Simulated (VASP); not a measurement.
# Os (P6_3/mmc) in VASP: further runs

Runs on Os. Level: PBE. Tasks: single point.

All numbers are computed with VASP 6.6.1; they aren't measurements. Logs are shortened: lines on timing, memory, paths and dates and some standing lists are left out, and cuts for length are marked.

## 1. The cell of the first run

Symmetry: P6_3/mmc, No. 194, hexagonal system. Conventional cell: a = 2.515 Å, b = 2.515 Å, c = 4.492 Å, α = 90.00°, β = 90.00°, γ = 120.00°. Os (site symmetry -6m2) has 12 Os at 2.52 to 2.67 Å within 3.3 Å.

## 2. Single point, PBE (strain -0.080 along x and y, +0.040 along z)

File INCAR:

```
ALGO = Normal
EDIFF = 1E-7
ENCUT = 520
GGA = PE
ISIF = 2
ISMEAR = 0
LASPH = T
LCHARG = F
LREAL = F
LWAVE = F
NBANDS = 15
NELM = 60
PREC = Accurate
SIGMA = 0.15
```

File KPOINTS:

```
k-points
0
Gamma
  18 18 12
```

File POSCAR:

```
Os
1.0
    2.5153719775      0.0000000000      0.0000000000
   -1.2576859888      2.1783760324      0.0000000000
    0.0000000000      0.0000000000      4.4924880000
Os
2
Direct
    0.3333333333      0.6666666667      0.2500000000
    0.6666666667      0.3333333333      0.7500000000
```

Potentials or basis: VASP PAW PBE potentials, release 64 (Os).

Command:

```sh
$ cat potpaw_PBE.64/Os/POTCAR > POTCAR
$ mpirun -np 1 vasp_std > vasp.out
```

OUTCAR:

```text
EDIFF = 1E-7
   ENCUT = 520
   GGA = PE
   ISIF = 2
   ISMEAR = 0
   LASPH = T
   LREAL = F
   NELM = 60
   PREC = Accurate

 ion  position               nearest neighbor table
   1  0.333  0.667  0.250-   2 2.67   2 2.67   2 2.67   2 2.67   2 2.67   2 2.67
   2  0.667  0.333  0.750-   1 2.67   1 2.67   1 2.67   1 2.67   1 2.67   1 2.67

  LATTYP: Found a hexagonal cell.
 ALAT       =     2.5153719775
 C/A-ratio  =     1.7860133770

  Lattice vectors:

 A1 = (   2.5153719775,   0.0000000000,   0.0000000000)
 A2 = (  -1.2576859888,   2.1783760324,   0.0000000000)
 A3 = (   0.0000000000,   0.0000000000,   4.4924880000)

Analysis of symmetry for initial positions (statically):
=====================================================================
 Subroutine PRICEL returns:
 Original cell was already a primitive cell.

 Routine SETGRP: Setting up the symmetry group for a
 hexagonal supercell.

 Subroutine GETGRP returns: Found 24 space group operations
 (whereof 12 operations were pure point group operations)
 out of a pool of 24 trial point group operations.

The static configuration has the point symmetry D_3d.
 The point group associated with its full space group is D_6h.

Analysis of symmetry for dynamics (positions and initial velocities):
=====================================================================
 Subroutine PRICEL returns:
 Original cell was already a primitive cell.

 Routine SETGRP: Setting up the symmetry group for a
 hexagonal supercell.

 Subroutine GETGRP returns: Found 24 space group operations
 (whereof 12 operations were pure point group operations)
 out of a pool of 24 trial point group operations.

The dynamic configuration has the point symmetry D_3d.
 The point group associated with its full space group is D_6h.

 Subroutine INISYM returns: Found 24 space group operations
 (whereof 12 operations are pure point group operations),
 and found     1 'primitive' translations

----------------------------------------------------------------------------------------

                                     Primitive cell

  volume of cell :      24.6163

  direct lattice vectors                    reciprocal lattice vectors
     2.515371978  0.000000000  0.000000000     0.397555514  0.229528783  0.000000000
    -1.257685989  2.178376032  0.000000000     0.000000000  0.459057566  0.000000000
     0.000000000  0.000000000  4.492488000     0.000000000  0.000000000  0.222593805

  length of vectors
     2.515371978  2.515371977  4.492488000     0.459057566  0.459057566  0.222593805

  position of ions in fractional coordinates (direct lattice)
     0.333333333  0.666666667  0.250000000
     0.666666667  0.333333333  0.750000000

  ion indices of the primitive-cell ions
   primitive index   ion index
                 1           1
                 2           2

----------------------------------------------------------------------------------------

 KPOINTS: k-points

Automatic generation of k-mesh.
 Grid dimensions read from file:
 generate k-points for:   18   18   12

 Generating k-lattice:

  Cartesian coordinates                     Fractional coordinates (reciprocal lattice)
     0.022086417  0.012751599  0.000000000     0.055555556  0.000000000  0.000000000
     0.000000000  0.025503198  0.000000000     0.000000000  0.055555556  0.000000000
     0.000000000  0.000000000  0.018549484     0.000000000  0.000000000  0.083333333

  Length of vectors
     0.025503198  0.025503198  0.018549484

  Shift w.r.t. Gamma in fractional coordinates (k-lattice)
     0.000000000  0.000000000  0.000000000

 Subroutine IBZKPT returns following result:
 ===========================================

 Found    259 irreducible k-points:

 Following reciprocal coordinates:
            Coordinates               Weight
  0.000000  0.000000  0.000000      1.000000
  0.055556 -0.000000  0.000000      6.000000
  0.111111 -0.000000  0.000000      6.000000
  0.166667  0.000000  0.000000      6.000000
  0.222222 -0.000000  0.000000      6.000000
  0.277778  0.000000  0.000000      6.000000
[... 16 lines left out ...]
  0.333333  0.111111  0.000000     12.000000
  0.388889  0.111111  0.000000     12.000000
 [... further k-points ...]
   k-points           NKPTS =    259   k-points in BZ     NKDIM =    259   number of bands    NBANDS=     15
   number of dos      NEDOS =    301   number of ions     NIONS =      2
   total plane-waves  NPLWV =  14400
   dimension x,y,z NGX =    20 NGY =   20 NGZ =   36
   dimension x,y,z NGXF=    40 NGYF=   40 NGZF=   72
   ions per type =               2
   NGX,Y,Z   is equivalent  to a cutoff of  13.22, 13.22, 13.32 a.u.
   NGXF,Y,Z  is equivalent  to a cutoff of  26.44, 26.44, 26.64 a.u.
 SYSTEM =  unknown system
   PREC   = accura    normal or accurate (medium, high low for compatibility)
   ISTART =      0    job   : 0-new  1-cont  2-samecut
   ICHARG =      2    charge: 1-file 2-atom 10-const
[... 66 lines left out ...]
      3       6.5496      2.00000
      4       8.0042      2.00000
      5       8.0042      2.00000
      6       8.6587      2.00000
      7       8.6587      2.00000
      8      10.1896      2.00000
      9      11.0494      2.00000
     10      11.0494      2.00000
     11      13.7592      0.00000
     12      13.7592      0.00000
     13      20.5501      0.00000
     14      26.2171      0.00000
     15      26.6551      0.00000

 k-point     2 :       0.0556   -0.0000    0.0000
  band No.  band energies     occupation
      1      -0.4246      2.00000
      2       2.4297      2.00000
      3       6.5913      2.00000
      4       7.9120      2.00000
      5       8.1567      2.00000
      6       8.5317      2.00000
      7       8.8072      2.00000
      8       9.6856      2.00000
      9      10.8437      2.00000
     10      10.9278      2.00000
     11      13.8133      0.00000
     12      14.3777      0.00000
     13      20.5247      0.00000
     14      26.5872      0.00000
     15      26.9512      0.00000

 k-point     3 :       0.1111   -0.0000    0.0000
  band No.  band energies     occupation
      1       0.0428      2.00000
      2       2.8968      2.00000
      3       6.6168      2.00000
      4       7.7569      2.00000
      5       8.2544      2.00000
      6       8.6088      2.00000
      7       8.6182      2.00000
      8       9.2463      2.00000
      9      10.4012      2.00000
     10      10.6112      2.00000
     11      13.9358      0.00000
     12      15.6561      0.00000
     13      20.4299      0.00000
     14      27.6088      0.00000
     15      27.7360      0.00000

 k-point     4 :       0.1667    0.0000    0.0000
  band No.  band energies     occupation
      1       0.7528      2.00000
      2       3.5185      2.00000
      3       6.4888      2.00000
      4       7.4584      2.00000
      5       7.4799      2.00000
      6       8.3756      2.00000
      7       9.3428      2.00000
      8       9.8274      2.00000
      9       9.9563      2.00000
     10      10.1921      2.00000
     11      14.0595      0.00000
     12      17.1119      0.00000
     13      20.2413      0.00000
     14      28.4943      0.00000
     15      28.9119      0.00000
[... 307 lines left out ...]
 k-point    22 :       0.2778    0.1111    0.0000
  band No.  band energies     occupation
      1       3.4467      2.00000
      2       4.0670      2.00000
      3       4.6537      2.00000
      4       6.6965      2.00000
      5       7.6644      2.00000
      6       7.7808      2.00000
      7       9.0413      2.00000
      8      10.6621      2.00000
      9      13.2870      0.00000
     10      13.7053      0.00000
     11      14.5523      0.00000
     12      20.0545      0.00000
     13      22.0265      0.00000
     14      25.0221      0.00000
     15      27.1884      0.00000

 k-point    23 :       0.3333    0.1111    0.0000
  band No.  band energies     occupation
      1       3.5916      2.00000
      2       3.8245      2.00000
      3       4.1398      2.00000
      4       7.2834      2.00000
      5       7.4897      2.00000
      6       8.4493      2.00000
      7       8.5635      2.00000
      8      12.0290      0.00008
      9      13.6461      0.00000
     10      14.0933      0.00000
     11      16.0171      0.00000
     12      20.7471      0.00000
     13      22.9803      0.00000
     14      23.1024      0.00000
     15      25.6160      0.00000

 k-point    24 :       0.3889    0.1111    0.0000
  band No.  band energies     occupation
      1       3.4201      2.00000
      2       3.8071      2.00000
      3       3.8216      2.00000
      4       7.4393      2.00000
      5       7.9824      2.00000
      6       8.2057      2.00000
      7       8.7547      2.00000
      8      13.3782      0.00000
      9      13.6034      0.00000
     10      14.5258      0.00000
     11      17.3088      0.00000
     12      20.7369      0.00000
     13      22.3250      0.00000
     14      23.8308      0.00000
     15      24.3175      0.00000

 [... further k-points ...]

------------------------ aborting loop because EDIFF is reached ----------------------------------------

  FORCE on cell =-STRESS in cart. coord.  units (eV):
  Direction    XX          YY          ZZ          XY          YZ          ZX
  --------------------------------------------------------------------------------------
  -------------------------------------------------------------------------------------
  Total       20.3406096     20.3406095      2.5917247     -0.0000000      0.0000000      0.0000000
  in kB     1323.8919812   1323.8919811    168.6853864     -0.0000000      0.0000000      0.0000000
  external PRESSURE =     938.8231163 kB  Pullay stress =       0.0000000 kB

 VOLUME and BASIS-vectors are now :
 -----------------------------------------------------------------------------
  energy-cutoff  :      520.00
  volume of cell :       24.62
      direct lattice vectors                 reciprocal lattice vectors
     2.515371978  0.000000000  0.000000000     0.397555514  0.229528783  0.000000000
    -1.257685989  2.178376032  0.000000000     0.000000000  0.459057566  0.000000000
     0.000000000  0.000000000  4.492488000     0.000000000  0.000000000  0.222593805

 POSITION                                       TOTAL-FORCE (eV/Angst)
 -----------------------------------------------------------------------------------
     -0.00000      1.45225      1.12312        -0.000000     -0.000000      0.000000
      1.25769      0.72613      3.36937         0.000000      0.000000      0.000000
 -----------------------------------------------------------------------------------
    total drift:                               -0.000000      0.000000     -0.000000

  FREE ENERGIE OF THE ION-ELECTRON SYSTEM (eV)
  ---------------------------------------------------
  free  energy   TOTEN  =       -20.8989638571 eV

  energy  without entropy=      -20.8865069635  energy(sigma->0) =      -20.89273541
```

Run time: 2.9 min. Hardware: 1 thread of AMD EPYC 7R13, shared host; peak memory 0.18 GiB.

What came out:

```
Free energy            : -20.8990 eV
Pressure               : 93.9 GPa
Band gap on the k mesh : zero (bands 8 and 9 overlap by 4.38 eV)
```

Caveat: the cell differs from its parent crystal (strain -0.080 along x and y, +0.040 along z); the stress differs along the axes, from 17 to 132 GPa; spin-orbit coupling is left out, which moves the levels of the heavy elements.

## 3. Single point, PBE (strain -0.040 along x and y, -0.040 along z)

File INCAR:

```
ALGO = Normal ; EDIFF = 1E-7
ENCUT = 520 ; GGA = PE
ISIF = 2 ; ISMEAR = 0
LASPH = True ; LCHARG = False
LREAL = False ; LWAVE = False
NBANDS = 15 ; NELM = 60
PREC = Accurate ; SIGMA = 0.15
```

KPOINTS is that of step 2.

File POSCAR:

```
Os
1.0
    2.6247359765      0.0000000000      0.0000000000
   -1.3123679883      2.2730880339      0.0000000000
    0.0000000000      0.0000000000      4.1469120000
Os
2
Direct
    0.3333333333      0.6666666667      0.2500000000
    0.6666666667      0.3333333333      0.7500000000
```

Potentials or basis: VASP PAW PBE potentials, release 64 (Os).

Command:

```sh
$ cat potpaw_PBE.64/Os/POTCAR > POTCAR
$ mpirun -np 1 vasp_std > vasp.out
```

It took 2.4 min on 1 thread of AMD EPYC 7R13, shared host; peak memory 0.18 GiB.

The run converged. Its results:

```yaml
Free_energy: -21.6535 eV
Pressure: 82.3 GPa
Band_gap_on_the_k_mesh: zero (bands 8 and 9 overlap by 4.79 eV)
```

Stress tensor (GPa, compression positive):
```
80.66  0.00  0.00
 0.00 80.66  0.00
 0.00  0.00 85.60
```

Levels at points of the mesh, in eV from the Fermi level:
```
           k point  band 5  band 6  band 7  band 8  band 9  band 10  band 11  band 12
(0.00, 0.00, 0.00)   -3.37   -2.66   -2.66   -1.88   -1.88     0.09     2.01     2.01
(0.50, 0.00, 0.00)   -3.22   -3.00   -2.20    2.52    3.21     3.36     5.33     6.74
(0.00, 0.00, 0.50)   -3.92   -3.92   -3.92   -3.92    1.11     1.11     1.11     1.11
(0.50, 0.00, 0.50)   -1.47   -1.47   -0.14   -0.14    2.93     2.93     3.93     3.93
```

Caveat: the cell differs from its parent crystal (strain -0.040 along x and y, -0.040 along z); the cell stands under pressure; spin-orbit coupling is left out, which moves the levels of the heavy elements.

## 4. Single point, PBE (strain -0.080 along x and y, +0.080 along z)

File INCAR:

```
SYSTEM = Os
PREC = Accurate ; ENCUT = 520
EDIFF = 1E-7 ; ISMEAR = 0
SIGMA = 0.15 ; LREAL = .False.
LASPH = .True. ; NELM = 80
ALGO = Fast ; ISIF = 2
LWAVE = .False. ; LCHARG = .False.
GGA = PE ; NBANDS = 15
```

File KPOINTS:

```
regular mesh
0
Gamma
  18 18 12
  0 0 0
```

File POSCAR:

```
Os
1.0
    2.5153719775      0.0000000000      0.0000000000
   -1.2576859888      2.1783760324      0.0000000000
    0.0000000000      0.0000000000      4.6652760000
Os
2
Direct
    0.3333333333      0.6666666667      0.2500000000
    0.6666666667      0.3333333333      0.7500000000
```

Command:

```sh
$ cat potpaw_PBE.64/Os/POTCAR > POTCAR
$ mpirun -np 1 vasp_std > vasp.out
```

Wall time 4.6 min (1 thread of AMD EPYC 7R13, shared host); peak memory 0.18 GiB.

The run converged. Its results:

| Property | Result |
| --- | --- |
| Free energy | -20.9005 eV |
| Pressure | 72.6 GPa |
| Band gap on the k mesh | zero (bands 8 and 9 overlap by 3.76 eV) |

Stress tensor (GPa, compression positive):
```
115.69   0.00   0.00
  0.00 115.69   0.00
  0.00   0.00 -13.66
```

Levels at points of the mesh, in eV from the Fermi level:
| k point | band 6 | band 7 | band 8 | band 9 | band 10 | band 11 |
| --- | --- | --- | --- | --- | --- | --- |
| (0.00, 0.00, 0.00) | -2.88 | -2.88 | -1.79 | -0.14 | -0.14 | 2.09 |
| (0.50, 0.00, 0.00) | -2.58 | -2.46 | 2.17 | 3.87 | 4.14 | 5.19 |
| (0.00, 0.00, 0.50) | -3.32 | -3.32 | -3.32 | 1.23 | 1.23 | 1.23 |
| (0.50, 0.00, 0.50) | -0.65 | -0.11 | -0.11 | 3.41 | 3.41 | 4.01 |

Caveat: the cell differs from its parent crystal (strain -0.080 along x and y, +0.080 along z); the stress differs along the axes, from -14 to 116 GPa; spin-orbit coupling is left out, which moves the levels of the heavy elements.

## 5. Single point, PBE (strain +0.000 along x and y, -0.080 along z)

File INCAR:

```
SYSTEM = Os
  PREC = Accurate
  ENCUT = 520
  EDIFF = 1E-6
  ISMEAR = 0
  SIGMA = 0.15
  LREAL = .FALSE.
  LASPH = .TRUE.
  NELM = 60
  ALGO = Normal
  ISIF = 2
  LWAVE = .FALSE.
  LCHARG = .FALSE.
  GGA = PE
  NBANDS = 15
```

File KPOINTS:

```
Automatic mesh
0
G
  18 18 12
  0 0 0
```

File POSCAR:

```
Os
1.0
    2.7340999755      0.0000000000      0.0000000000
   -1.3670499878      2.3678000353      0.0000000000
    0.0000000000      0.0000000000      3.9741240000
Os
2
Direct
    0.3333333333      0.6666666667      0.2500000000
    0.6666666667      0.3333333333      0.7500000000
```

Command:

```sh
$ cat potpaw_PBE.64/Os/POTCAR > POTCAR
$ mpirun -np 1 vasp_std > vasp.out
```

Run time: 2.3 min. Hardware: 1 thread of AMD EPYC 7R13, shared host; peak memory 0.17 GiB.

Results (log left out):

| Property | Result |
| --- | --- |
| Free energy | -21.7612 eV |
| Pressure | 60.6 GPa |
| Band gap on the k mesh | zero (bands 8 and 9 overlap by 4.32 eV) |

Stress tensor (GPa, compression positive):
```
 39.14   0.00   0.00
  0.00  39.14   0.00
  0.00   0.00 103.66
```

Levels at points of the mesh, in eV from the Fermi level:
```csv
k point,band 5,band 6,band 7,band 8,band 9,band 10,band 11,band 12
"(0.00, 0.00, 0.00)",-2.66,-2.66,-2.45,-2.45,-2.15,1.13,1.82,1.82
"(0.50, 0.00, 0.00)",-3.52,-2.21,-1.46,1.53,2.49,3.64,4.58,5.87
"(0.00, 0.00, 0.50)",-4.22,-4.22,-3.50,-3.50,1.18,1.18,1.18,1.18
"(0.50, 0.00, 0.50)",-1.85,-1.85,-0.25,-0.25,2.14,2.14,3.48,3.48
```

Caveat: the cell differs from its parent crystal (strain +0.000 along x and y, -0.080 along z); the stress differs along the axes, from 39 to 104 GPa; spin-orbit coupling is left out, which moves the levels of the heavy elements.

## 6. Summary

| cell | gap on the mesh (eV) | pressure (GPa) |
| --- | --- | --- |
| a = 2.515, b = 2.515, c = 4.492 Å, angles 90.0, 90.0, 120.0°, 2 atoms | none | 93.9 |
| a = 2.625, b = 2.625, c = 4.147 Å, angles 90.0, 90.0, 120.0°, 2 atoms | none | 82.3 |
| a = 2.515, b = 2.515, c = 4.665 Å, angles 90.0, 90.0, 120.0°, 2 atoms | none | 72.6 |
| a = 2.734, b = 2.734, c = 3.974 Å, angles 90.0, 90.0, 120.0°, 2 atoms | none | 60.6 |

Alike in all rows: task single point; level PBE; potentials or basis VASP PAW PBE potentials, release 64 (Os); no spin polarisation; k mesh 18 × 18 × 12; cutoff (eV) 520; smearing gaussian 0.15 eV.

Caveats: spin-orbit coupling is left out, which moves the levels of the heavy elements; the stress differs along the axes, from 17 to 132 GPa (at least some runs); the cell stands under pressure (at least some runs); the stress differs along the axes, from -14 to 116 GPa (at least some runs); the stress differs along the axes, from 39 to 104 GPa (at least some runs).

Absolute energies hang on the potentials; compare differences alone.
